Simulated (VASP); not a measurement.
A run of VASP 6.6.1 is set up as follows.

Contents of INCAR:

```
SYSTEM = Mo
PREC = Accurate
ENCUT = 520
EDIFF = 1E-7
ISMEAR = 0
SIGMA = 0.15
LREAL = .FALSE.
LASPH = .TRUE.
NELM = 100
ALGO = Fast
ISIF = 2
LWAVE = .FALSE.
LCHARG = .FALSE.
GGA = PS
NBANDS = 21
```

KPOINTS

```
Automatic mesh
0
G
  24 24 14
  0 0 0
```

The input POSCAR:

```
Mo
1.0
   -1.5646534271      1.5646534271      1.5646534271
    1.5646534271     -1.5646534271      1.5646534271
    3.1293068543      3.1293068543      0.0000000000
Mo
2
Direct
   -0.0254208093      0.0254208093      0.0000000000
    0.5254208093      0.4745791907      0.5000000000
```

Potentials or basis: VASP PAW PBE potentials, release 64 (Mo_sv).

Launch:

```sh
$ cat potpaw_PBE.64/Mo_sv/POTCAR > POTCAR
$ mpirun -np 1 vasp_std > vasp.out
```

(1) Estimate the pressure.

(2) What does it give for the band gap on the k mesh?

## Answers

(1) 1.6 GPa.

(2) zero (bands 14 and 15 overlap by 2.74 eV).

Caveat: the cell differs from its parent crystal (atoms displaced along a vibrational mode); the PAW data sets were made with another functional, which shifts forces and pressure a little.
